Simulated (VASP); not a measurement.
Write the native input for VASP 6.6.1 that does the following.

```yaml
Task: G0W0 quasiparticle levels
Functional: PBE
Potentials_or_basis: VASP PAW PBE potentials, release 64 (Ga_d_GW, As_GW)
Cutoff: 500 eV
k_mesh: 4 × 4 × 4
Occupations: gaussian, width 0.01 eV
Spin: no spin polarisation
Dipole_correction: no
GW_scheme: G0W0
GW_iterations: 1
Cutoff_of_the_response_function: 150
Frequency_points: 96
Empty_bands: 173
Further_INCAR_settings: ALGO = EVGW0; EDIFF = 1e-08; NBANDS = 182
```

GaAs:

```
Ga As
1.0
     0.00000    2.74809    2.74809
     2.74809    0.00000    2.74809
     2.74809    2.74809    0.00000
Ga As
1 1
Direct
  0.00000 0.00000 0.00000
  0.25000 0.25000 0.25000
```

These files were run (other wordings do the same):

POSCAR

```
GaAs
1.0
    0.0000000000      2.7480925426      2.7480925426
    2.7480925426      0.0000000000      2.7480925426
    2.7480925426      2.7480925426      0.0000000000
Ga As
1 1
Direct
    0.0000000000      0.0000000000      0.0000000000
    0.2500000000      0.2500000000      0.2500000000
```

INCAR.step1

```
SYSTEM = GaAs
PREC     = Accurate       ! precision mode
ENCUT    = 500            ! plane-wave cutoff, eV
EDIFF    = 1E-8           ! SCF threshold, eV
ISMEAR   = 0              ! smearing method
SIGMA    = 0.01           ! smearing width, eV
LREAL    = .False.        ! projectors in reciprocal space
LASPH    = .True.         ! aspherical terms in the spheres
NELM     = 80             ! most SCF steps
ALGO     = Normal         ! electronic algorithm
LWAVE    = .True.         ! write WAVECAR
LCHARG   = .False.        ! write CHGCAR
GGA      = PE             ! functional
```

INCAR.step2

```
SYSTEM = GaAs
PREC     = Accurate       ! precision mode
ENCUT    = 500            ! plane-wave cutoff, eV
EDIFF    = 1E-8           ! SCF threshold, eV
ISMEAR   = 0              ! smearing method
SIGMA    = 0.01           ! smearing width, eV
LREAL    = .False.        ! projectors in reciprocal space
LASPH    = .True.         ! aspherical terms in the spheres
NELM     = 1              ! most SCF steps
ALGO     = Exact          ! electronic algorithm
LWAVE    = .True.         ! write WAVECAR
LCHARG   = .False.        ! write CHGCAR
GGA      = PE             ! functional
NBANDS   = 182            ! bands
LOPTICS  = .True.         ! frequency-dependent dielectric function
ISTART   = 1
```

INCAR.step3

```
SYSTEM = GaAs
PREC     = Accurate       ! precision mode
ENCUT    = 500            ! plane-wave cutoff, eV
EDIFF    = 1E-8           ! SCF threshold, eV
ISMEAR   = 0              ! smearing method
SIGMA    = 0.01           ! smearing width, eV
LREAL    = .False.        ! projectors in reciprocal space
LASPH    = .True.         ! aspherical terms in the spheres
ALGO     = EVGW0          ! electronic algorithm
LWAVE    = .False.        ! write WAVECAR
LCHARG   = .False.        ! write CHGCAR
GGA      = PE             ! functional
NELMGW   = 1            
NBANDS   = 182            ! bands
ENCUTGW  = 150.0          ! cutoff of the response function
NOMEGA   = 96             ! frequency points
PRECFOCK = Fast         
ISTART   = 1            
NBANDSGW = 17           
OMEGAMAX = 20
```

KPOINTS

```
regular mesh
0
Gamma
  4 4 4
  0 0 0
```

Potentials or basis: VASP PAW PBE potentials, release 64 (Ga_d_GW, As_GW).

Command:

```sh
$ cat potpaw_PBE.64/Ga_d_GW/POTCAR potpaw_PBE.64/As_GW/POTCAR > POTCAR
$ cp INCAR.step1 INCAR
$ mpirun -np 1 vasp_std > vasp.out
$ cp INCAR.step2 INCAR
$ mpirun -np 1 vasp_std > vasp.out
$ cp INCAR.step3 INCAR
$ mpirun -np 1 vasp_std > vasp.out
```

It gave:

```yaml
Quasiparticle_gap: 1.65 eV
Least_direct_quasiparticle_gap: 2.16 eV
Band_gap_of_the_starting_levels_on_the_mesh: 1.16 eV
Least_direct_gap_of_the_starting_levels_on_the_mesh: 1.16 eV
```

Caveat: the k points lie up to 0.50 Å⁻¹ apart; bands, screening cutoff and mesh are small and nothing is extrapolated, so the quasiparticle values aren't converged.

Run time: 110 s on 1 thread of Intel(R) Xeon(R) 6975P-C (Granite Rapids), with other jobs on the host, peak memory 0.48 GiB.
